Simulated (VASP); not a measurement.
# Gd (Fm-3m) in VASP: a series of runs, part 3 of 3

VASP 6.6.1. The steps go on from the part before.

## Step 6: Relaxation of cell and atoms, LDA, collinear spin, ferromagnetic start

This run uses another cell than the first one, of 33.16 Å³/atom.

File INCAR:

```
SYSTEM = Gd
PREC = Accurate
ENCUT = 600
EDIFF = 1E-7
ISMEAR = 0
SIGMA = 0.05
LREAL = .FALSE.
LASPH = .TRUE.
NELM = 200
ALGO = Normal
ISIF = 3
LWAVE = .FALSE.
LCHARG = .FALSE.
ISPIN = 2
MAGMOM = 7
LORBIT = 11
LMAXMIX = 6
GGA = CA
IBRION = 2
NSW = 80
EDIFFG = -0.01
GGA_COMPAT = .FALSE.
NELMIN = 4
```

File KPOINTS:

```
regular mesh
0
G
  8 8 8
  0 0 0
```

File POSCAR:

```
Gd
1.0
    0.0000000000      2.5500000000      2.5500000000
    2.5500000000      0.0000000000      2.5500000000
    2.5500000000      2.5500000000      0.0000000000
Gd
1
Direct
    0.0000000000      0.0000000000      0.0000000000
```

Potentials or basis: VASP PAW PBE potentials, release 64 (Gd).

On the command line:

```
$ cat potpaw_PBE.64/Gd/POTCAR > POTCAR
$ mpirun -np 1 vasp_std > vasp.out
```

OUTCAR:

```text
SYSTEM = Gd
   PREC = Accurate
   ENCUT = 600
   EDIFF = 1E-7
   ISMEAR = 0
   LREAL = .FALSE.
   LASPH = .TRUE.
   NELM = 200
   ISIF = 3
   ISPIN = 2
   LORBIT = 11
   GGA = CA
   IBRION = 2
   NSW = 80
   EDIFFG = -0.01
   NELMIN = 4

 ion  position               nearest neighbor table
   1  0.000  0.000  0.000-

  LATTYP: Found a face centered cubic cell.
 ALAT       =     5.1000000000

  Lattice vectors:

 A1 = (   0.0000000000,   2.5500000000,   2.5500000000)
 A2 = (   2.5500000000,   0.0000000000,   2.5500000000)
 A3 = (   2.5500000000,   2.5500000000,   0.0000000000)

Analysis of symmetry for initial positions (statically):
=====================================================================
 Subroutine PRICEL returns:
 Original cell was already a primitive cell.

 Routine SETGRP: Setting up the symmetry group for a
[... 200 lines left out ...]
      6      -1.7921      1.00000
[... 1024 lines left out ...]
--------------------------------------- Ionic step        3  -------------------------------------------

 number of electron      18.0000004 magnetization       7.2769766

 Free energy of the ion-electron system (eV)
  ---------------------------------------------------
  ext. energy  EPLUGINS =         0.00000000
  ---------------------------------------------------
  free energy    TOTEN  =       -11.67444877 eV

  energy without entropy =      -11.67140909  energy(sigma->0) =      -11.67292893

 E-fermi :   3.4220     XC(G=0): -10.9223

 val. band max:        3.4174653876   @ k =   0.5000   0.2500   0.0000
 cond. band min:       3.4526063695   @ k =  -0.3750   0.2500   0.0000
 fundamental gap:      0.0351409819
 Fermi energy:         3.4220092478

 spin component 1

 k-point     1 :       0.0000    0.0000    0.0000
  band No.  band energies     occupation
      1     -41.1636      1.00000
      2     -18.1973      1.00000
      3     -18.1973      1.00000
      4     -18.1973      1.00000
      5      -1.6797      1.00000
      6      -0.9537      1.00000
[... 983 lines left out ...]
  FREE ENERGIE OF THE ION-ELECTRON SYSTEM (eV)
  ---------------------------------------------------
  free  energy   TOTEN  =       -11.6744487693 eV

  energy  without entropy=      -11.6714090853  energy(sigma->0) =      -11.67292893

 reached required accuracy - stopping structural energy minimisation

 total charge

# of ion       s       p       d       f       tot
--------------------------------------------------
    1        2.079   5.515   0.661   7.019  15.275

 magnetization (x)

# of ion       s       p       d       f       tot
--------------------------------------------------
    1        0.006  -0.035   0.145   6.752   6.868
```

OSZICAR:

```text
N       E                     dE             d eps       ncg     rms          rms(c)
DAV:   1     0.100498218350E+03    0.10050E+03   -0.72076E+03  2412   0.604E+03
DAV:   2     0.570575669362E+01   -0.94792E+02   -0.84081E+02  2551   0.333E+02
DAV:   3    -0.848307347734E+01   -0.14189E+02   -0.13757E+02  3027   0.110E+02
[... 65 lines left out ...]
DAV:  10    -0.116744475729E+02   -0.80214E-05   -0.15896E-05  3134   0.639E-02    0.556E-02
DAV:  11    -0.116744488235E+02   -0.12506E-05   -0.27840E-06  3582   0.225E-02    0.284E-02
DAV:  12    -0.116744486051E+02    0.21842E-06   -0.34064E-06  3321   0.365E-02    0.159E-02
DAV:  13    -0.116744487596E+02   -0.15452E-06   -0.29909E-07  2049   0.422E-03    0.646E-03
DAV:  14    -0.116744487693E+02   -0.96979E-08   -0.24653E-08  1133   0.282E-03
   3 F= -.11674449E+02 E0= -.11672929E+02  d E =-.695015E-01  mag=     7.2768
```

Run time: 1.9 min. Hardware: 1 thread of Intel Xeon 6975P-C (Granite Rapids), shared host; peak memory 0.2 GiB.

Results:

```
Free energy                                           : -11.6744 eV
Relaxed volume                                        : 28.61 Å³/atom
Relaxed cell                                          : a = 3.433 Å, b = 3.433 Å, c = 3.433 Å, α = 60.00°, β = 60.00°, γ = 60.00°
Space group after relaxing (to 0.1 Å)                 : Fm-3m (No. 225)
Energy gained by relaxing                             : 69.5 meV/atom
Ionic steps                                           : 3
Pressure after relaxing                               : 0.0 GPa
Net moment                                            : 7.28 μB per cell
Site moments                                          : Gd +6.87 μB
Valence electrons inside the program's atomic spheres : Gd 15.28
```

Step by step:
| step | energy change (eV) | largest force (eV/Å) | pressure (GPa) | volume (Å³) |
| --- | --- | --- | --- | --- |
| 1 | 0.0000 | 0.0000 | -4.37 | 33.16 |
| 2 | -0.0689 | 0.0000 | -0.54 | 29.01 |
| 3 | -0.0695 | 0.0000 | 0.05 | 28.61 |

Final structure:
```xyz
1
Lattice="0.0000 2.4274 2.4274 2.4274 0.0000 2.4274 2.4274 2.4274 0.0000" Properties=species:S:1:pos:R:3 pbc="T T T"
Gd    0.0000    0.0000    0.0000
```

Caveat: the PAW data sets were made with another functional, which shifts forces and pressure a little; spin-orbit coupling is left out, which moves the levels of the heavy elements; semilocal functionals describe open f shells poorly, which spoils levels, moments and volumes.

## Step 7: The runs side by side

| task | cell | gap on the mesh (eV) | pressure (GPa) | moment (μB) |
| --- | --- | --- | --- | --- |
| single point | a = 3.086 Å, angles 60.0°, 1 atom | none | 19.8 | 6.91 |
| single point | a = 3.228 Å, angles 60.0°, 1 atom | none | 9.8 | 7.16 |
| single point | a = 3.315 Å, angles 60.0°, 1 atom | none | 4.9 | 7.26 |
| single point | a = 3.432 Å, angles 60.0°, 1 atom | none | 0.0 | 7.28 |
| relaxation of cell and atoms | relaxed from a = 3.606 Å, angles 60.0°, 1 atom | none | 0.0 | 7.28 |

Alike in all rows: level LDA; potentials or basis VASP PAW PBE potentials, release 64 (Gd); spin collinear, ferromagnetic start; k mesh 8 × 8 × 8; cutoff (eV) 600; smearing gaussian 0.05 eV.

Caveats: the PAW data sets were made with another functional, which shifts forces and pressure a little; spin-orbit coupling is left out, which moves the levels of the heavy elements; semilocal functionals describe open f shells poorly, which spoils levels, moments and volumes; the cell stands under pressure (at least some runs).

Total energies depend on the potentials used, so only differences within one code and one set of settings carry meaning.
